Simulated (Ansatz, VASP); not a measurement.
## Pd: VASP beside Ansatz

Contents of INCAR:

```
SYSTEM = Pd
  PREC = Accurate
  ENCUT = 500
  EDIFF = 1E-6
  ISMEAR = -1
  SIGMA = 0.08
  LREAL = .False.
  LASPH = .True.
  NELM = 120
  ALGO = Normal
  ISIF = 2
  LWAVE = .False.
  LCHARG = .False.
  GGA = PS
  NBANDS = 11
  GGA_COMPAT = .False.
```

Contents of KPOINTS:

```
regular mesh
0
Gamma
  18 18 18
  0 0 0
```

Contents of POSCAR:

```
Pd
1.0
    0.0000000000      1.8142154129      1.8142154129
    1.8142154129      0.0000000000      1.8142154129
    1.8142154129      1.8142154129      0.0000000000
Pd
1
Direct
    0.0000000000      0.0000000000      0.0000000000
```

Input for Ansatz:

```yaml
crystal:
  lattice:
    - [0.0, 1.8142154129, 1.8142154129]
    - [1.8142154129, 0.0, 1.8142154129]
    - [1.8142154129, 1.8142154129, 0.0]
  atoms:
    - { symbol: Pd, position: [0.0, 0.0, 0.0] }
kpoints:
  mp_grid: { grid: [18, 18, 18] }
scf:
  occupations: { method: fermi_dirac, width: 0.08 }
hamiltonian:
  xc: pbesol
  pseudopotentials: { kind: paw }
output:
  forces: true
  stress: true
  eigenvalues: true
  write_density: true
  write_potential: true
  elf: true
  volumetric_format: npy
```

Change from the starting cell: volume scaled by 0.82, to set the pressure.

Alike in both runs: task single point; functional PBEsol; k mesh 18 × 18 × 18; occupations fermi-dirac, width 0.08 eV; no spin polarisation.

|  | VASP | Ansatz |
| --- | --- | --- |
| version | VASP 6.6.1 | Ansatz 0.2.0 |
| potentials or method | VASP PAW PBE potentials, release 64 (Pd) | PAW with Ansatz's default frozen-core files, scalar-relativistic |
| plane-wave cutoff (eV) | 500 | 420 |
| valence electrons in the cell | 10 | 18 |

```tsv
	VASP	Ansatz	Ansatz less VASP
pressure (GPa)	68.1	68.6	+0.48
```

VASP's potentials were made for PBE, not for PBEsol. Both programs put the cell under a high pressure, so it lies far from rest at this level. VASP's potentials hold 10 valence electrons a cell and Ansatz's 18, so a difference there can come from the potentials and not from the codes.

Noted on VASP's run: the cell as given lies far from equilibrium.
